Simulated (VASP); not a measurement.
# BN (C2) in VASP: a series of runs, part 2 of 2

VASP 6.6.1. Earlier steps stand in the parts before.

**3. Single point, PBE (engineering shear strain xz -0.0750, normal strain along z +0.0175)**

INCAR reads:

```
  PREC = Accurate
  ENCUT = 520
  EDIFF = 1E-6
  ISMEAR = 0
  SIGMA = 0.05
  LREAL = False
  LASPH = True
  NELM = 80
  ALGO = Normal
  ISIF = 2
  LWAVE = False
  LCHARG = True
  GGA = PE
  LELF = True
  LVHAR = True
  NBANDS = 11
```

KPOINTS reads:

```
Automatic mesh
0
Gamma
  12 12 12
```

POSCAR reads:

```
BN
1.0
   -0.0679647668      1.8441106719      1.8123937807
    1.8123937807     -0.0679647668      1.8123937807
    1.7444290139      1.7761459051      0.0000000000
B N
1 1
Direct
    0.0000000000      0.0000000000      0.0000000000
    0.7500000000      0.7500000000      0.7500000000
```

Potentials or basis: VASP PAW PBE potentials, release 64 (B, N).

The run is started by

```sh
cat potpaw_PBE.64/B/POTCAR potpaw_PBE.64/N/POTCAR > POTCAR
mpirun -np 1 vasp_std > vasp.out
```

It took 20 s on 1 thread of Intel Xeon 6975P-C (Granite Rapids), shared host; peak memory 0.17 GiB.

It converged, with:

```yaml
Free_energy: -17.3553 eV
Pressure: -3.7 GPa
Largest_force: 0.060 eV/Å
Band_gap_on_the_k_mesh: 3.90 eV, indirect (least direct gap 7.59 eV)
```

Forces in eV/Å, atoms in the order of the input:
```
B    0.000  0.000  0.060
N    0.000  0.000 -0.060
```

Stress tensor (GPa, compression positive):
```
 0.71 31.49  0.00
31.49 -9.81  0.00
 0.00  0.00 -1.86
```

Levels at points of the mesh, in eV from the valence-band top:
```csv
k point,band 2,band 3,band 4,band 5,band 6,band 7
"(0.00, 0.00, 0.00)",-0.30,-0.14,0.00,7.59,7.66,9.60
"(0.50, 0.00, 0.00)",-10.69,-1.88,-1.61,9.64,10.74,11.36
"(0.50, 0.50, 0.00)",-8.82,-5.63,-4.31,3.90,9.27,17.28
"(0.00, 0.00, 0.50)",-10.52,-2.42,-2.17,8.68,9.72,11.02
"(0.50, 0.00, 0.50)",-9.08,-4.75,-4.73,4.50,9.24,16.85
"(0.00, 0.50, 0.50)",-8.83,-4.98,-4.96,4.20,8.84,16.81
```

Caveat: the cell differs from its parent crystal (engineering shear strain xz -0.0750, normal strain along z +0.0175). A k mesh can miss the band edges.

**4. Single point, PBE (engineering shear strain xz -0.0750, normal strain along z +0.0350)**

INCAR reads:

```
SYSTEM = BN
PREC = Accurate
ENCUT = 520
EDIFF = 1E-7
ISMEAR = 0
SIGMA = 0.05
LREAL = .False.
LASPH = .True.
NELM = 100
ALGO = Normal
ISIF = 2
LWAVE = .False.
LCHARG = .False.
GGA = PE
NBANDS = 11
```

KPOINTS reads:

```
regular mesh
0
Gamma
  12 12 12
  0 0 0
```

POSCAR reads:

```
BN
1.0
   -0.0679647668      1.8758275630      1.8123937807
    1.8123937807     -0.0679647668      1.8123937807
    1.7444290139      1.8078627962      0.0000000000
B N
1 1
Direct
    0.0000000000      0.0000000000      0.0000000000
    0.7500000000      0.7500000000      0.7500000000
```

The run is started by

```sh
cat potpaw_PBE.64/B/POTCAR potpaw_PBE.64/N/POTCAR > POTCAR
mpirun -np 1 vasp_std > vasp.out
```

It took 1.9 min on 1 thread of AMD EPYC 7R13, shared host; peak memory 0.14 GiB.

Results (log left out):

```
Free energy            : -17.3358 eV
Pressure               : -9.6 GPa
Band gap on the k mesh : 3.79 eV, indirect (least direct gap 7.44 eV)
```

Forces on the atoms (eV/Å):
```
B    0.000  0.000  0.002
N    0.000  0.000 -0.002
```

Stress tensor (GPa, compression positive):
```
 -1.77  29.44   0.00
 29.44 -22.78   0.00
  0.00   0.00  -4.21
```

Levels at points of the mesh, in eV from the valence-band top:
```tsv
k point	band 1	band 2	band 3	band 4	band 5	band 6	band 7	band 8
(0.00, 0.00, 0.00)	-19.94	-0.40	-0.10	0.00	7.44	7.61	9.50	10.55
(0.50, 0.00, 0.00)	-16.21	-10.55	-1.99	-1.48	9.60	10.28	11.35	14.52
(0.50, 0.50, 0.00)	-14.53	-8.65	-5.61	-4.34	3.79	9.02	16.88	17.41
(0.00, 0.00, 0.50)	-15.62	-10.39	-2.52	-2.03	8.24	9.73	11.03	14.84
(0.50, 0.00, 0.50)	-14.83	-9.14	-4.54	-4.52	4.65	9.38	16.53	16.90
(0.00, 0.50, 0.50)	-14.46	-8.66	-4.99	-4.96	4.08	8.59	16.43	17.18
```

Caveat: the cell differs from its parent crystal (engineering shear strain xz -0.0750, normal strain along z +0.0350).

**5. Single point, PBE (engineering shear strain xz -0.0750, normal strain along z +0.0525)**

INCAR reads:

```
SYSTEM = BN
  ALGO = Normal
  EDIFF = 1E-6
  ENCUT = 520
  GGA = PE
  ISIF = 2
  ISMEAR = 0
  LASPH = .TRUE.
  LCHARG = .FALSE.
  LREAL = .FALSE.
  LWAVE = .FALSE.
  NBANDS = 11
  NELM = 60
  PREC = Accurate
  SIGMA = 0.05
```

KPOINTS reads:

```
k-points
0
G
  12 12 12
  0 0 0
```

POSCAR reads:

```
BN
1.0
   -0.0679647668      1.9075444542      1.8123937807
    1.8123937807     -0.0679647668      1.8123937807
    1.7444290139      1.8395796874      0.0000000000
B N
1 1
Direct
    0.0000000000      0.0000000000      0.0000000000
    0.7500000000      0.7500000000      0.7500000000
```

Potentials or basis: VASP PAW PBE potentials, release 64 (B, N).

The run is started by

```sh
cat potpaw_PBE.64/B/POTCAR potpaw_PBE.64/N/POTCAR > POTCAR
mpirun -np 1 vasp_std > vasp.out
```

OUTCAR:

```text
SYSTEM = BN
   EDIFF = 1E-6
   ENCUT = 520
   GGA = PE
   ISIF = 2
   ISMEAR = 0
   LASPH = .TRUE.
   LREAL = .FALSE.
   NELM = 60
   PREC = Accurate

 ion  position               nearest neighbor table
   1  0.000  0.000  0.000-   2 1.56   2 1.56   2 1.64   2 1.64
   2  0.750  0.750  0.750-   1 1.56   1 1.56   1 1.64   1 1.64

  LATTYP: Found a base centered monoclinic cell.
 ALAT       =     3.6273353448
 B/A-ratio  =     0.9992976157
 C/A-ratio  =     0.6989069325
 COS(beta)  =    -0.6604164964

  Lattice vectors:

 A1 = (  -1.8123937807,   0.0679647668,  -1.8123937807)
 A2 = (  -1.8123937807,   0.0679647668,   1.8123937807)
 A3 = (   1.7444290139,   1.8395796874,   0.0000000000)

Analysis of symmetry for initial positions (statically):
=====================================================================
 Subroutine PRICEL returns:
 Original cell was already a primitive cell.

 Routine SETGRP: Setting up the symmetry group for a
 base centered monoclinic supercell.

 Subroutine GETGRP returns: Found  2 space group operations
 (whereof  2 operations were pure point group operations)
 out of a pool of  4 trial point group operations.

The static configuration has the point symmetry C_2 .

[... 165 lines left out ...]
 Fermi energy:         7.2249304345

 k-point     1 :       0.0000    0.0000    0.0000
  band No.  band energies     occupation
      1     -12.8891      2.00000
      2       6.3685      2.00000
      3       6.8269      2.00000
      4       6.9077      2.00000
      5      14.1788      0.00000
      6      14.4401      0.00000
      7      16.3027      0.00000
      8      17.1533      0.00000
      9      30.4311      0.00000
     10      32.3491      0.00000
     11      32.7273      0.00000
[... 309 lines left out ...]
 k-point    24 :      -0.4167    0.1667   -0.0000
  band No.  band energies     occupation
      1      -8.8977      2.00000
      2      -2.8064      2.00000
      3       3.1003      2.00000
      4       4.4398      2.00000
      5      16.0284      0.00000
      6      18.1615      0.00000
      7      19.5368      0.00000
      8      20.9853      0.00000
      9      26.5651      0.00000
     10      31.8252      0.00000
     11      32.3792      0.00000

 [... further k-points ...]
[... 5 lines left out ...]
  --------------------------------------------------------------------------------------
  -------------------------------------------------------------------------------------
  Total       -0.2967671     -2.7505882     -0.4776829      2.1463088      0.0000000      0.0000000
  in kB      -37.9924381   -352.1332422    -61.1534708    274.7727436      0.0000000      0.0000000
  external PRESSURE =    -150.4263837 kB  Pullay stress =       0.0000000 kB

 VOLUME and BASIS-vectors are now :
 -----------------------------------------------------------------------------
  energy-cutoff  :      520.00
  volume of cell :       12.51
      direct lattice vectors                 reciprocal lattice vectors
    -0.067964767  1.907544454  1.812393781    -0.266404790  0.252625232  0.275878236
     1.812393781 -0.067964767  1.812393781     0.266404790 -0.252625232  0.275878236
     1.744429014  1.839579687  0.000000000     0.286089873  0.272310315 -0.275878236

 POSITION                                       TOTAL-FORCE (eV/Angst)
 -----------------------------------------------------------------------------------
      0.00000      0.00000      0.00000         0.000000      0.000000     -0.053095
      2.61664      2.75937      2.71859        -0.000000     -0.000000      0.053095
 -----------------------------------------------------------------------------------
    total drift:                                0.000000      0.000001     -0.000104

  FREE ENERGIE OF THE ION-ELECTRON SYSTEM (eV)
  ---------------------------------------------------
  free  energy   TOTEN  =       -17.2997813483 eV

  energy  without entropy=      -17.2997813483  energy(sigma->0) =      -17.29978135
```

stdout:

```text
POSCAR found type information on POSCAR B N
 POSCAR found :  2 types and       2 ions
 scaLAPACK will be used
 LDA part: xc-table for (Slater+PW92), standard interpolation
 POSCAR, INCAR and KPOINTS ok, starting setup
 FFT: planning ... GRIDC
 FFT: planning ... GRID_SOFT
 FFT: planning ... GRID
 WAVECAR not read
 entering main loop
```

Wall time 1.8 min (1 thread of AMD EPYC 7R13, shared host); peak memory 0.14 GiB.

Results:

| Item | Value |
| --- | --- |
| Free energy | -17.2998 eV |
| Pressure | -15.0 GPa |
| Largest force | 0.053 eV/Å |
| Band gap on the k mesh | 3.66 eV, indirect (least direct gap 7.27 eV) |

Forces in eV/Å, atoms in the order of the input:
```
B    0.000  0.000 -0.053
N    0.000  0.000  0.053
```

Caveat: the cell differs from its parent crystal (engineering shear strain xz -0.0750, normal strain along z +0.0525). A k mesh can miss the band edges.

**6. Summary**

```tsv
cell	gap on the mesh (eV)	pressure (GPa)	largest force (eV/Å)
a = 2.542, b = 2.564, c = 2.445 Å, angles 60.9, 61.9, 62.2°, 2 atoms	4.02	9.7	0.18
a = 2.587, b = 2.564, c = 2.490 Å, angles 61.6, 60.6, 62.8°, 2 atoms	3.90	-3.7	0.06
a = 2.609, b = 2.564, c = 2.512 Å, angles 61.9, 60.0, 63.0°, 2 atoms	3.79	-9.6	-
a = 2.632, b = 2.564, c = 2.535 Å, angles 62.2, 59.5, 63.3°, 2 atoms	3.66	-15.0	0.05
```

Alike in all rows: task single point; level PBE; potentials or basis VASP PAW PBE potentials, release 64 (B, N); no spin polarisation; k mesh 12 × 12 × 12; cutoff (eV) 520; smearing gaussian 0.05 eV.

Absolute energies hang on the potentials; compare differences alone.
